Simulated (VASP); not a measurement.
Os, 2 atoms in the cell. It takes space group P6_3/mmc (No. 194, hexagonal). The conventional cell has a = 2.739 Å, b = 2.739 Å, c = 4.315 Å, α = 90.00°, β = 90.00°, γ = 120.00°. Within 3.5 Å of Os (site symmetry -6m2) lie 12 Os at 2.67 to 2.74 Å. 

```yaml
Program: VASP 6.6.1
Task: single point
Functional: r2SCAN
Potentials_or_basis: VASP PAW PBE potentials, release 64 (Os)
Cutoff: 520 eV
k_mesh: 14 × 14 × 8
Occupations: fermi-dirac, width 0.0286 eV
Spin: no spin polarisation
Dipole_correction: no
Further_INCAR_settings: ALGO = Normal; EDIFF = 1e-07; NBANDS = 15
```

Potentials or basis: VASP PAW PBE potentials, release 64 (Os).

Command:

```sh
$ cat potpaw_PBE.64/Os/POTCAR > POTCAR
$ cp INCAR.step1 INCAR
$ mpirun -np 1 vasp_std > vasp.out
$ cp INCAR.step2 INCAR
$ mpirun -np 1 vasp_std > vasp.out
```

Hardware: 1 thread of AMD EPYC 7R43 64-Core Processor (Zen 3), on a shared host.

**Question.** How long does it take, and how much memory?

**Answer.** Wall time 2.5 min on 1 thread of AMD EPYC 7R43 64-Core Processor (Zen 3), on a shared host, peak memory 0.13 GiB. Counts: k points 120.
